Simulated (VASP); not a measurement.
# MgO (P6_3mc) in VASP: notebook

MgO is run at these levels: PBE; tasks: single point.

All numbers are computed with VASP 6.6.1; they aren't measurements. Logs are shortened: lines on timing, memory, paths and dates and some standing lists are left out, and cuts for length are marked.

## Step 1: The cell of the first run

Symmetry: P6_3mc, No. 186, hexagonal system. Conventional cell: a = 3.003 Å, b = 3.003 Å, c = 11.545 Å, α = 90.00°, β = 90.00°, γ = 120.00°. Mg (site symmetry 3m) has 4 O at 1.87 to 2.19 Å within 2.5 Å. Mg (site symmetry 3m) has 4 O at 1.86 to 2.21 Å within 2.5 Å. Within 2.5 Å of O (site symmetry 3m) lie 4 Mg at 1.86 to 2.19 Å. O (site symmetry 3m) has 4 Mg at 1.87 to 2.21 Å within 2.5 Å.

## Step 2: Single point, PBE (volume 11.269 Å^3 an atom, c/a of the conventional cell 3.8446)

Contents of INCAR:

```
SYSTEM = MgO
PREC = Accurate
ENCUT = 520
EDIFF = 1E-6
ISMEAR = 0
SIGMA = 0.05
LREAL = .FALSE.
LASPH = .TRUE.
NELM = 60
ALGO = Normal
ISIF = 2
LWAVE = .FALSE.
LCHARG = .FALSE.
GGA = PE
NBANDS = 26
```

Contents of KPOINTS:

```
regular mesh
0
G
  9 9 4
  0 0 0
```

Contents of POSCAR:

```
MgO
1.0
    3.0028330754      0.0000000000      0.0000000000
   -1.5014165377      2.6005297266      0.0000000000
    0.0000000000      0.0000000000     11.5446920417
Mg O
4 4
Direct
    0.3333333333      0.6666666667      0.9694906392
    0.0000000000      0.0000000000      0.2208211786
    0.0000000000      0.0000000000      0.7208211786
    0.6666666667      0.3333333333      0.4694906392
    0.3333333333      0.6666666667      0.7800420079
    0.0000000000      0.0000000000      0.5296443544
    0.0000000000      0.0000000000      0.0296443544
    0.6666666667      0.3333333333      0.2800420079
```

Potentials or basis: VASP PAW PBE potentials, release 64 (Mg, O).

Started as:

```bash
> cat potpaw_PBE.64/Mg/POTCAR potpaw_PBE.64/O/POTCAR > POTCAR
> mpirun -np 1 vasp_std > vasp.out
```

OUTCAR:

```text
SYSTEM = MgO
   PREC = Accurate
   ENCUT = 520
   EDIFF = 1E-6
   ISMEAR = 0
   LREAL = .FALSE.
   LASPH = .TRUE.
   NELM = 60
   ISIF = 2
   GGA = PE

 ion  position               nearest neighbor table
   1  0.333  0.667  0.969-   7 1.87   7 1.87   7 1.87   5 2.19   3 3.35   3 3.35   3 3.35   2 3.38
                             2 3.38   2 3.38
   2  0.000  0.000  0.221-   8 1.86   8 1.86   8 1.86   7 2.21   4 3.35   4 3.35   4 3.35   1 3.38
                             1 3.38   1 3.38
   3  0.000  0.000  0.721-   5 1.86   5 1.86   5 1.86   6 2.21   1 3.35   1 3.35   1 3.35   4 3.38
                             4 3.38   4 3.38
   4  0.667  0.333  0.469-   6 1.87   6 1.87   6 1.87   8 2.19   2 3.35   2 3.35   2 3.35   3 3.38
                             3 3.38   3 3.38
   5  0.333  0.667  0.780-   3 1.86   3 1.86   3 1.86   1 2.19
   6  0.000  0.000  0.530-   4 1.87   4 1.87   4 1.87   3 2.21
   7  0.000  0.000  0.030-   1 1.87   1 1.87   1 1.87   2 2.21
   8  0.667  0.333  0.280-   2 1.86   2 1.86   2 1.86   4 2.19

  LATTYP: Found a hexagonal cell.
 ALAT       =     3.0028330754
 C/A-ratio  =     3.8446000000

  Lattice vectors:

 A1 = (   3.0028330754,   0.0000000000,   0.0000000000)
 A2 = (  -1.5014165377,   2.6005297266,   0.0000000000)
 A3 = (   0.0000000000,   0.0000000000,  11.5446920417)

Analysis of symmetry for initial positions (statically):
=====================================================================
 Subroutine PRICEL returns:
 Original cell was already a primitive cell.

 Routine SETGRP: Setting up the symmetry group for a
 hexagonal supercell.

 Subroutine GETGRP returns: Found 12 space group operations
 (whereof  6 operations were pure point group operations)
 out of a pool of 24 trial point group operations.

The static configuration has the point symmetry C_3v.
 The point group associated with its full space group is C_6v.

Analysis of symmetry for dynamics (positions and initial velocities):
=====================================================================
 Subroutine PRICEL returns:
 Original cell was already a primitive cell.

 Routine SETGRP: Setting up the symmetry group for a
 hexagonal supercell.

 Subroutine GETGRP returns: Found 12 space group operations
 (whereof  6 operations were pure point group operations)
 out of a pool of 24 trial point group operations.

The dynamic configuration has the point symmetry C_3v.
 The point group associated with its full space group is C_6v.

 Subroutine INISYM returns: Found 12 space group operations
 (whereof  6 operations are pure point group operations),
 and found     1 'primitive' translations

----------------------------------------------------------------------------------------

                                     Primitive cell

  volume of cell :      90.1520

  direct lattice vectors                    reciprocal lattice vectors
     3.002833075  0.000000000  0.000000000     0.333018844  0.192268519  0.000000000
    -1.501416538  2.600529727  0.000000000     0.000000000  0.384537039  0.000000000
     0.000000000  0.000000000 11.544692042     0.000000000  0.000000000  0.086619894

  length of vectors
     3.002833075  3.002833075 11.544692042     0.384537039  0.384537039  0.086619894

  position of ions in fractional coordinates (direct lattice)
     0.333333333  0.666666667  0.969490639
     0.000000000  0.000000000  0.220821179
     0.000000000  0.000000000  0.720821179
     0.666666667  0.333333333  0.469490639
     0.333333333  0.666666667  0.780042008
     0.000000000  0.000000000  0.529644354
     0.000000000  0.000000000  0.029644354
     0.666666667  0.333333333  0.280042008

  ion indices of the primitive-cell ions
   primitive index   ion index
                 1           1
                 2           2
                 3           3
                 4           4
                 5           5
                 6           6
                 7           7
                 8           8

----------------------------------------------------------------------------------------

 KPOINTS: regular mesh

Automatic generation of k-mesh.
 Grid dimensions read from file:
 generate k-points for:    9    9    4

 Generating k-lattice:

  Cartesian coordinates                     Fractional coordinates (reciprocal lattice)
     0.037002094  0.021363169  0.000000000     0.111111111  0.000000000  0.000000000
     0.000000000  0.042726338  0.000000000     0.000000000  0.111111111  0.000000000
     0.000000000  0.000000000  0.021654973     0.000000000  0.000000000  0.250000000

  Length of vectors
     0.042726338  0.042726338  0.021654973

  Shift w.r.t. Gamma in fractional coordinates (k-lattice)
     0.000000000  0.000000000  0.000000000

 Subroutine IBZKPT returns following result:
 ===========================================

 Found     36 irreducible k-points:

 Following reciprocal coordinates:
            Coordinates               Weight
  0.000000  0.000000  0.000000      1.000000
  0.111111 -0.000000  0.000000      6.000000
  0.222222  0.000000  0.000000      6.000000
  0.333333 -0.000000  0.000000      6.000000
  0.444444  0.000000  0.000000      6.000000
  0.111111  0.111111  0.000000      6.000000
[... 16 lines left out ...]
  0.333333  0.222222  0.250000     24.000000
  0.333333  0.333333  0.250000      4.000000
 [... further k-points ...]
   k-points           NKPTS =     36   k-points in BZ     NKDIM =     36   number of bands    NBANDS=     26
   number of dos      NEDOS =    301   number of ions     NIONS =      8
   total plane-waves  NPLWV =  51840
   dimension x,y,z NGX =    24 NGY =   24 NGZ =   90
   dimension x,y,z NGXF=    48 NGYF=   48 NGZF=  180
   ions per type =               4   4
   NGX,Y,Z   is equivalent  to a cutoff of  13.29, 13.29, 12.96 a.u.
   NGXF,Y,Z  is equivalent  to a cutoff of  26.57, 26.57, 25.92 a.u.
 SYSTEM =  MgO
   PREC   = accura    normal or accurate (medium, high low for compatibility)
   ISTART =      0    job   : 0-new  1-cont  2-samecut
   ICHARG =      2    charge: 1-file 2-atom 10-const
   ISPIN  =      1    spin polarized calculation?
   LNONCOLLINEAR =      F non collinear calculations
   LSORBIT =      F    spin-orbit coupling
   LASPH  =      T    aspherical Exc in radial PAW
   ENCUT  =  520.0 eV  38.22 Ry    6.18 a.u.   5.58  5.58 21.47*2*pi/ulx,y,z
   NELM   =     60;   NELMIN=  2; NELMDL= -5     # of ELM steps
   EDIFF  = 0.1E-05   stopping-criterion for ELM
   LREAL  =      F    real-space projection
   EDIFFG = 0.1E-04   stopping-criterion for IOM
   NSW    =      0    number of steps for IOM
   IBRION =     -1    ionic relax: 0-MD 1-quasi-New 2-CG
   NFREE  =      0    steps in history (QN), initial steepest desc. (CG)
   ISIF   =      2    stress and relaxation
   ISYM   =      2    0-nonsym 1-usesym 2-fastsym
   POTIM  = 0.5000    time-step for ionic-motion
   TEBEG  =    0.0;   TEEND  =   0.0 temperature during run
   PSTRESS=    0.0 pullay stress
   NELECT =      32.0000    total number of electrons
   NUPDOWN=      -1.0000    fix difference up-down
   EMIN   =  10.00;   EMAX   =-10.00  energy-range for DOS
   EFERMI =   0.00;   METHOD = LEGACY
   ISMEAR =     0;   SIGMA  =   0.05  broadening in eV -4-tet -1-fermi 0-gaus
   EFERMI_NEDOS =   21; number of points for ismear=-14 and -15
   IALGO  =     38    algorithm
   IMIX   =      4    mixing-type and parameters
     AMIX     =   0.40;   BMIX     =  1.00
     AMIX_MAG =   1.60;   BMIX_MAG =  1.00
  volume/ion in A,a.u.               =      11.27        76.05
  Fermi-wavevector in a.u.,A,eV,Ry     =   1.159132  2.190443 18.280623  1.343588
  Thomas-Fermi vector in A             =   2.295728
   LORBIT       =      0    0 simple, 1 ext, 2 COOP (PROOUT), +10 PAW based schemes
   GGA     = PE    functional components
   LHFCALC =     F    Hartree Fock is set to
   AEXX    =    0.0000 exact exchange contribution
   IVDW    =     0    specifies the selected vdW correction
   LEPSILON=     F    determine dielectric tensor
   LRPA    =     F    only Hartree local field effects (RPA)
 non-spin polarized calculation
 Gauss-broadening in eV      SIGMA  =   0.05
  energy-cutoff  :      520.00
  volume of cell :       90.15
 maximum number of plane-waves:      2473
 NGX is ok and might be reduce to    24
   NGX = 11   NGY = 11   NGZ = 43

 number of electron      32.0000006 magnetization

 Free energy of the ion-electron system (eV)
  ---------------------------------------------------
  ext. energy  EPLUGINS =         0.00000000
  ---------------------------------------------------
  free energy    TOTEN  =       -45.04254595 eV

  energy without entropy =      -45.04254595  energy(sigma->0) =      -45.04254595

 E-fermi :   1.6473     XC(G=0):  -9.9306

 val. band max:        1.3362082752   @ k =   0.0000   0.0000   0.0000
 cond. band min:       4.7644962743   @ k =   0.0000   0.0000   0.0000
 fundamental gap:      3.4282879991
 Fermi energy:         1.6473136278

 k-point     1 :       0.0000    0.0000    0.0000
  band No.  band energies     occupation
      1     -15.0096      2.00000
      2     -14.8017      2.00000
      3     -14.7314      2.00000
      4     -14.5048      2.00000
      5      -2.4023      2.00000
      6      -1.2140      2.00000
[... 18 lines left out ...]
     25      18.0742      0.00000
     26      18.0742      0.00000

 k-point     2 :       0.1111   -0.0000    0.0000
  band No.  band energies     occupation
      1     -14.9227      2.00000
      2     -14.7267      2.00000
      3     -14.6564      2.00000
      4     -14.4435      2.00000
      5      -2.2351      2.00000
      6      -1.1414      2.00000
[... 18 lines left out ...]
     25      16.6787      0.00000
     26      17.2417      0.00000

 k-point     3 :       0.2222    0.0000    0.0000
  band No.  band energies     occupation
      1     -14.6917      2.00000
      2     -14.5298      2.00000
      3     -14.4601      2.00000
      4     -14.2873      2.00000
      5      -1.7655      2.00000
      6      -1.0592      2.00000
[... 572 lines left out ...]
 k-point    23 :       0.3333    0.2222    0.2500
  band No.  band energies     occupation
      1     -14.0907      2.00000
      2     -14.0710      2.00000
      3     -13.9912      2.00000
      4     -13.9722      2.00000
      5      -1.4670      2.00000
      6      -1.3624      2.00000
[... 18 lines left out ...]
     25      14.6452      0.00000
     26      14.7306      0.00000

 k-point    24 :       0.3333    0.3333    0.2500
  band No.  band energies     occupation
      1     -14.0234      2.00000
      2     -14.0234      2.00000
      3     -13.9558      2.00000
      4     -13.9546      2.00000
      5      -1.1172      2.00000
      6      -1.1172      2.00000
[... 18 lines left out ...]
     25      14.2840      0.00000
     26      14.5639      0.00000

 [... further k-points ...]
[... 5 lines left out ...]
  --------------------------------------------------------------------------------------
  -------------------------------------------------------------------------------------
  Total       18.2968023     18.2968023     -7.3457928      0.0000000      0.0000000     -0.0000000
  in kB      325.1699558    325.1699558   -130.5491028      0.0000000      0.0000000     -0.0000000
  external PRESSURE =     173.2636030 kB  Pullay stress =       0.0000000 kB

 VOLUME and BASIS-vectors are now :
 -----------------------------------------------------------------------------
  energy-cutoff  :      520.00
  volume of cell :       90.15
      direct lattice vectors                 reciprocal lattice vectors
     3.002833075  0.000000000  0.000000000     0.333018844  0.192268519  0.000000000
    -1.501416538  2.600529727  0.000000000     0.000000000  0.384537039  0.000000000
     0.000000000  0.000000000 11.544692042     0.000000000  0.000000000  0.086619894

 POSITION                                       TOTAL-FORCE (eV/Angst)
 -----------------------------------------------------------------------------------
     -0.00000      1.73369     11.19247        -0.000000      0.000000     -1.253536
      0.00000      0.00000      2.54931        -0.000000      0.000000     -1.368722
      0.00000      0.00000      8.32166        -0.000000      0.000000     -1.368722
      1.50142      0.86684      5.42012         0.000000     -0.000000     -1.253536
     -0.00000      1.73369      9.00534        -0.000000      0.000000      1.343416
      0.00000      0.00000      6.11458         0.000000      0.000000      1.278842
      0.00000      0.00000      0.34223         0.000000      0.000000      1.278842
      1.50142      0.86684      3.23300         0.000000     -0.000000      1.343416
 -----------------------------------------------------------------------------------
    total drift:                                0.000000      0.000000     -0.001762

  FREE ENERGIE OF THE ION-ELECTRON SYSTEM (eV)
  ---------------------------------------------------
  free  energy   TOTEN  =       -45.0425459461 eV

  energy  without entropy=      -45.0425459461  energy(sigma->0) =      -45.04254595
```

Wall time 34 s (1 thread of Intel Xeon 6975P-C (Granite Rapids), shared host); peak memory 0.25 GiB.

What came out:

* Free energy: -45.0425 eV
* Pressure: 17.3 GPa
* Largest force: 1.369 eV/Å
* Band gap on the k mesh: 3.43 eV, direct

Forces on the atoms (eV/Å):
```
Mg   0.000  0.000 -1.254
Mg   0.000  0.000 -1.369
Mg   0.000  0.000 -1.369
Mg   0.000  0.000 -1.254
O    0.000  0.000  1.343
O    0.000  0.000  1.279
O    0.000  0.000  1.279
O    0.000  0.000  1.343
```

Stress tensor (GPa, compression positive):
```
 32.52   0.00   0.00
  0.00  32.52   0.00
  0.00   0.00 -13.05
```

Caveat: forces of over 1 eV/Å act on the atoms, so gaps and moduli don't describe the material at rest. A k mesh can miss the band edges.

## Step 3: Single point, PBE (volume 11.269 Å^3 an atom, c/a of the conventional cell 3.4054)

Contents of INCAR:

```
ALGO = Normal ; EDIFF = 1E-7
ENCUT = 520 ; GGA = PE
ISIF = 2 ; ISMEAR = 0
LASPH = T ; LCHARG = F
LREAL = F ; LWAVE = F
NBANDS = 26 ; NELM = 60
PREC = Accurate ; SIGMA = 0.05
```

Contents of KPOINTS:

```
k-points
0
Gamma
  9 9 4
```

POSCAR: that of step 2 with these lines changed.

```diff
@@ -2,5 +2,5 @@
 1.0
-    3.0028330754      0.0000000000      0.0000000000
-   -1.5014165377      2.6005297266      0.0000000000
-    0.0000000000      0.0000000000     11.5446920417
+    3.1267431050      0.0000000000      0.0000000000
+   -1.5633715525      2.7078389601      0.0000000000
+    0.0000000000      0.0000000000     10.6478109699
 Mg O
```

Potentials or basis: VASP PAW PBE potentials, release 64 (Mg, O).

Started as:

```bash
> cat potpaw_PBE.64/Mg/POTCAR potpaw_PBE.64/O/POTCAR > POTCAR
> mpirun -np 1 vasp_std > vasp.out
```

It took 31 s on 1 thread of Intel Xeon 6975P-C (Granite Rapids), shared host; peak memory 0.23 GiB.

It converged, with:

```yaml
Free_energy: -46.4767 eV
Pressure: 11.9 GPa
Largest_force: 0.642 eV/Å
Band_gap_on_the_k_mesh: 3.94 eV, direct
```

Forces in eV/Å, atoms in the order of the input:
```
Mg   0.000  0.000 -0.583
Mg   0.000  0.000 -0.642
Mg   0.000  0.000 -0.642
Mg   0.000  0.000 -0.583
O    0.000  0.000  0.613
O    0.000  0.000  0.612
O    0.000  0.000  0.612
O    0.000  0.000  0.613
```

Stress tensor (GPa, compression positive):
```
17.45  0.00  0.00
 0.00 17.45  0.00
 0.00  0.00  0.69
```

Levels at points of the mesh, in eV from the valence-band top:
```tsv
k point	band 12	band 13	band 14	band 15	band 16	band 17	band 18	band 19	band 20	band 21
(0.00, 0.00, 0.00)	-0.10	-0.07	-0.07	0.00	0.00	3.94	6.33	6.42	9.28	10.07
(0.00, 0.00, 0.50)	-0.14	-0.02	-0.02	-0.02	-0.02	4.77	4.77	8.02	8.02	11.38
```
